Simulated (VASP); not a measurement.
# Na (Im-3m) in VASP: single point with PBE

Aim: the single point of Na with PBE.

All numbers are computed with VASP 6.6.1; they aren't measurements. Logs are shortened: lines on timing, memory, paths and dates and some standing lists are left out, and cuts for length are marked.

### 1 The cell of the first run

Symmetry: Im-3m, No. 229, cubic system. The conventional cell has a = 4.200 Å, b = 4.200 Å, c = 4.200 Å, α = 90.00°, β = 90.00°, γ = 90.00°. Na (site symmetry m-3m) has 14 Na at 3.64 to 4.20 Å within 4.8 Å.

### 2 Single point, PBE

INCAR

```
SYSTEM = Na
ALGO = Normal
EDIFF = 1E-6
ENCUT = 1130
GGA = PE
GGA_COMPAT = .False.
ISIF = 2
ISMEAR = -1
LASPH = .True.
LCHARG = .False.
LREAL = .False.
LWAVE = .False.
NBANDS = 10
NELM = 120
PREC = Accurate
SIGMA = 0.1
```

KPOINTS

```
k-points
0
Gamma
  12 12 12
  0 0 0
```

POSCAR

```
Na
1.0
   -2.1000000000      2.1000000000      2.1000000000
    2.1000000000     -2.1000000000      2.1000000000
    2.1000000000      2.1000000000     -2.1000000000
Na
1
Direct
    0.0000000000      0.0000000000      0.0000000000
```

Potentials or basis: VASP PAW PBE potentials, release 64 (Na_sv).

Run with:

```
$ cat potpaw_PBE.64/Na_sv/POTCAR > POTCAR
$ mpirun -np 1 vasp_std > vasp.out
```

OUTCAR:

```text
SYSTEM = Na
   EDIFF = 1E-6
   ENCUT = 1130
   GGA = PE
   ISIF = 2
   ISMEAR = -1
   LASPH = .True.
   LREAL = .False.
   NELM = 120
   PREC = Accurate

 ion  position               nearest neighbor table
   1  0.000  0.000  0.000-

  LATTYP: Found a body centered cubic cell.
 ALAT       =     4.2000000000

  Lattice vectors:

 A1 = (  -2.1000000000,   2.1000000000,   2.1000000000)
 A2 = (   2.1000000000,  -2.1000000000,   2.1000000000)
 A3 = (   2.1000000000,   2.1000000000,  -2.1000000000)

Analysis of symmetry for initial positions (statically):
=====================================================================
 Subroutine PRICEL returns:
 Original cell was already a primitive cell.

 Routine SETGRP: Setting up the symmetry group for a
 body centered cubic supercell.

 Subroutine GETGRP returns: Found 48 space group operations
 (whereof 48 operations were pure point group operations)
 out of a pool of 48 trial point group operations.

The static configuration has the point symmetry O_h .

Analysis of symmetry for dynamics (positions and initial velocities):
=====================================================================
 Subroutine PRICEL returns:
 Original cell was already a primitive cell.

 Routine SETGRP: Setting up the symmetry group for a
 body centered cubic supercell.

 Subroutine GETGRP returns: Found 48 space group operations
 (whereof 48 operations were pure point group operations)
 out of a pool of 48 trial point group operations.

The dynamic configuration has the point symmetry O_h .

 Subroutine INISYM returns: Found 48 space group operations
 (whereof 48 operations are pure point group operations),
 and found     1 'primitive' translations

----------------------------------------------------------------------------------------

                                     Primitive cell

  volume of cell :      37.0440

  direct lattice vectors                    reciprocal lattice vectors
    -2.100000000  2.100000000  2.100000000     0.000000000  0.238095238  0.238095238
     2.100000000 -2.100000000  2.100000000     0.238095238  0.000000000  0.238095238
     2.100000000  2.100000000 -2.100000000     0.238095238  0.238095238  0.000000000

  length of vectors
     3.637306696  3.637306696  3.637306696     0.336717515  0.336717515  0.336717515

  position of ions in fractional coordinates (direct lattice)
     0.000000000  0.000000000  0.000000000

  ion indices of the primitive-cell ions
   primitive index   ion index
                 1           1

----------------------------------------------------------------------------------------

 KPOINTS: k-points

Automatic generation of k-mesh.
 Grid dimensions read from file:
 generate k-points for:   12   12   12

 Generating k-lattice:

  Cartesian coordinates                     Fractional coordinates (reciprocal lattice)
     0.000000000  0.019841270  0.019841270     0.083333333  0.000000000  0.000000000
     0.019841270  0.000000000  0.019841270     0.000000000  0.083333333  0.000000000
     0.019841270  0.019841270  0.000000000     0.000000000  0.000000000  0.083333333

  Length of vectors
     0.028059793  0.028059793  0.028059793

  Shift w.r.t. Gamma in fractional coordinates (k-lattice)
     0.000000000  0.000000000  0.000000000

 Subroutine IBZKPT returns following result:
 ===========================================

 Found     72 irreducible k-points:

 Following reciprocal coordinates:
            Coordinates               Weight
  0.000000  0.000000  0.000000      1.000000
  0.083333  0.000000  0.000000     12.000000
  0.166667  0.000000  0.000000     12.000000
  0.250000  0.000000  0.000000     12.000000
  0.333333  0.000000  0.000000     12.000000
  0.416667  0.000000  0.000000     12.000000
[... 16 lines left out ...]
  0.333333  0.083333  0.083333     24.000000
  0.416667  0.083333  0.083333     12.000000
 [... further k-points ...]
   k-points           NKPTS =     72   k-points in BZ     NKDIM =     72   number of bands    NBANDS=     10
   number of dos      NEDOS =    301   number of ions     NIONS =      1
   total plane-waves  NPLWV =  64000
   dimension x,y,z NGX =    40 NGY =   40 NGZ =   40
   dimension x,y,z NGXF=    80 NGYF=   80 NGZF=   80
   ions per type =               1
   NGX,Y,Z   is equivalent  to a cutoff of  18.28, 18.28, 18.28 a.u.
   NGXF,Y,Z  is equivalent  to a cutoff of  36.56, 36.56, 36.56 a.u.
 SYSTEM =  Na
   PREC   = accura    normal or accurate (medium, high low for compatibility)
   ISTART =      0    job   : 0-new  1-cont  2-samecut
   ICHARG =      2    charge: 1-file 2-atom 10-const
   ISPIN  =      1    spin polarized calculation?
   LNONCOLLINEAR =      F non collinear calculations
   LSORBIT =      F    spin-orbit coupling
   LASPH  =      T    aspherical Exc in radial PAW
   ENCUT  = 1130.0 eV  83.05 Ry    9.11 a.u.   9.97  9.97  9.97*2*pi/ulx,y,z
   NELM   =    120;   NELMIN=  2; NELMDL= -5     # of ELM steps
   EDIFF  = 0.1E-05   stopping-criterion for ELM
   LREAL  =      F    real-space projection
   EDIFFG = 0.1E-04   stopping-criterion for IOM
   NSW    =      0    number of steps for IOM
   IBRION =     -1    ionic relax: 0-MD 1-quasi-New 2-CG
   NFREE  =      0    steps in history (QN), initial steepest desc. (CG)
   ISIF   =      2    stress and relaxation
   ISYM   =      2    0-nonsym 1-usesym 2-fastsym
   POTIM  = 0.5000    time-step for ionic-motion
   TEBEG  =    0.0;   TEEND  =   0.0 temperature during run
   PSTRESS=    0.0 pullay stress
   NELECT =       9.0000    total number of electrons
   NUPDOWN=      -1.0000    fix difference up-down
   EMIN   =  10.00;   EMAX   =-10.00  energy-range for DOS
   EFERMI =   0.00;   METHOD = LEGACY
   ISMEAR =    -1;   SIGMA  =   0.10  broadening in eV -4-tet -1-fermi 0-gaus
   EFERMI_NEDOS =   21; number of points for ismear=-14 and -15
   IALGO  =     38    algorithm
   IMIX   =      4    mixing-type and parameters
     AMIX     =   0.40;   BMIX     =  1.00
     AMIX_MAG =   1.60;   BMIX_MAG =  1.00
  volume/ion in A,a.u.               =      37.04       249.99
  Fermi-wavevector in a.u.,A,eV,Ry     =   1.021527  1.930405 14.197907  1.043517
  Thomas-Fermi vector in A             =   2.155156
   LORBIT       =      0    0 simple, 1 ext, 2 COOP (PROOUT), +10 PAW based schemes
   GGA     = PE    functional components
   LHFCALC =     F    Hartree Fock is set to
   AEXX    =    0.0000 exact exchange contribution
   IVDW    =     0    specifies the selected vdW correction
   LEPSILON=     F    determine dielectric tensor
   LRPA    =     F    only Hartree local field effects (RPA)
 non-spin polarized calculation
  energy-cutoff  :     1130.00
  volume of cell :       37.04
 maximum number of plane-waves:      3252
   NGX = 19   NGY = 19   NGZ = 19

 number of electron       9.0000004 magnetization

 Free energy of the ion-electron system (eV)
  ---------------------------------------------------
  ext. energy  EPLUGINS =         0.00000000
  ---------------------------------------------------
  free energy    TOTEN  =        -1.32249028 eV

  energy without entropy =       -1.30547820  energy(sigma->0) =       -1.31398424

 E-fermi :   0.5758     XC(G=0):  -6.4560

 val. band max:        0.5263076156   @ k =  -0.3333   0.4167   0.1667
 cond. band min:       0.6383281861   @ k =   0.3333   0.1667   0.0000
 fundamental gap:      0.1120205704
 Fermi energy:         0.5758319714

 k-point     1 :       0.0000    0.0000    0.0000
  band No.  band energies     occupation
      1     -52.4037      2.00000
      2     -24.3068      2.00000
      3     -24.3068      2.00000
      4     -24.3068      2.00000
      5      -2.6814      2.00000
      6      12.3833      0.00000
      7      12.3833      0.00000
      8      12.3833      0.00000
      9      13.3658      0.00000
     10      13.3659      0.00000

 k-point     2 :       0.0833    0.0000    0.0000
  band No.  band energies     occupation
      1     -52.4036      2.00000
      2     -24.3093      2.00000
      3     -24.3076      2.00000
      4     -24.3068      2.00000
      5      -2.5590      2.00000
      6      10.8574      0.00000
      7      11.6481      0.00000
      8      11.9204      0.00000
      9      12.4764      0.00000
     10      12.8021      0.00000

 k-point     3 :       0.1667    0.0000    0.0000
  band No.  band energies     occupation
      1     -52.4032      2.00000
      2     -24.3159      2.00000
      3     -24.3099      2.00000
      4     -24.3068      2.00000
      5      -2.1937      2.00000
      6       8.6734      0.00000
      7      10.6721      0.00000
      8      11.1957      0.00000
      9      11.5409      0.00000
     10      12.4084      0.00000

 k-point     4 :       0.2500    0.0000    0.0000
  band No.  band energies     occupation
      1     -52.4027      2.00000
      2     -24.3249      2.00000
      3     -24.3130      2.00000
      4     -24.3068      2.00000
      5      -1.5904      2.00000
      6       6.6252      0.00000
      7       9.8748      0.00000
      8      10.5787      0.00000
      9      10.8067      0.00000
     10      11.8843      0.00000

 k-point     5 :       0.3333    0.0000    0.0000
  band No.  band energies     occupation
      1     -52.4022      2.00000
      2     -24.3338      2.00000
      3     -24.3160      2.00000
      4     -24.3068      2.00000
      5      -0.7571      2.00000
      6       4.7577      0.00000
      7       9.2974      0.00000
      8      10.1286      0.00000
      9      10.2828      0.00000
     10      11.4088      0.00000

 k-point     6 :       0.4167    0.0000    0.0000
  band No.  band energies     occupation
      1     -52.4019      2.00000
      2     -24.3402      2.00000
      3     -24.3181      2.00000
      4     -24.3067      2.00000
      5       0.2934      1.88800
      6       3.0875      0.00000
      7       8.9492      0.00000
      8       9.8570      0.00000
      9       9.9691      0.00000
     10      11.0917      0.00000
[... 183 lines left out ...]
 k-point    21 :       0.1667    0.0833    0.0833
  band No.  band energies     occupation
      1     -52.4026      2.00000
      2     -24.3277      2.00000
      3     -24.3119      2.00000
      4     -24.3088      2.00000
      5      -1.3510      2.00000
      6       6.7614      0.00000
      7       7.8388      0.00000
      8       8.9491      0.00000
      9      13.2594      0.00000
     10      13.6705      0.00000

 k-point    22 :       0.2500    0.0833    0.0833
  band No.  band energies     occupation
      1     -52.4022      2.00000
      2     -24.3341      2.00000
      3     -24.3159      2.00000
      4     -24.3089      2.00000
      5      -0.5215      1.99997
      6       4.9489      0.00000
      7       7.2804      0.00000
      8       8.3794      0.00000
      9      12.7521      0.00000
     10      13.4286      0.00000

 k-point    23 :       0.3333    0.0833    0.0833
  band No.  band energies     occupation
      1     -52.4018      2.00000
      2     -24.3384      2.00000
      3     -24.3191      2.00000
      4     -24.3090      2.00000
      5       0.5235      1.25607
      6       3.3020      0.00000
      7       6.9455      0.00000
      8       8.0417      0.00000
      9      12.4331      0.00000
     10      13.2088      0.00000

 k-point    24 :       0.4167    0.0833    0.0833
  band No.  band energies     occupation
      1     -52.4017      2.00000
      2     -24.3399      2.00000
      3     -24.3203      2.00000
      4     -24.3090      2.00000
      5       1.5730      0.00009
      6       2.0506      0.00000
      7       6.8339      0.00000
      8       7.9291      0.00000
      9      12.3257      0.00000
     10      13.1275      0.00000

 [... further k-points ...]

------------------------ aborting loop because EDIFF is reached ----------------------------------------

  FORCE on cell =-STRESS in cart. coord.  units (eV):
  Direction    XX          YY          ZZ          XY          YZ          ZX
  --------------------------------------------------------------------------------------
  -------------------------------------------------------------------------------------
  Total       -0.0605026     -0.0605026     -0.0605026      0.0000000      0.0000000     -0.0000000
  in kB       -2.6167784     -2.6167784     -2.6167784      0.0000000      0.0000000     -0.0000000
  external PRESSURE =      -2.6167784 kB  Pullay stress =       0.0000000 kB

 VOLUME and BASIS-vectors are now :
 -----------------------------------------------------------------------------
  energy-cutoff  :     1130.00
  volume of cell :       37.04
      direct lattice vectors                 reciprocal lattice vectors
    -2.100000000  2.100000000  2.100000000     0.000000000  0.238095238  0.238095238
     2.100000000 -2.100000000  2.100000000     0.238095238  0.000000000  0.238095238
     2.100000000  2.100000000 -2.100000000     0.238095238  0.238095238  0.000000000

 POSITION                                       TOTAL-FORCE (eV/Angst)
 -----------------------------------------------------------------------------------
      0.00000      0.00000      0.00000         0.000000      0.000000      0.000000
 -----------------------------------------------------------------------------------
    total drift:                               -0.000000     -0.000000     -0.000000

  FREE ENERGIE OF THE ION-ELECTRON SYSTEM (eV)
  ---------------------------------------------------
  free  energy   TOTEN  =        -1.3224902777 eV

  energy  without entropy=       -1.3054782014  energy(sigma->0) =       -1.31398424
```

Run time: 2.5 min. Hardware: 1 thread of AMD EPYC, shared host; peak memory 0.22 GiB.

Results:

```yaml
Free_energy: -1.3225 eV
Pressure: -0.3 GPa
Band_gap_on_the_k_mesh: zero (an odd number of electrons rules out a gap without spin polarisation)
```

The gap in the log of VASP goes by the Fermi energy; the results here count the filled bands.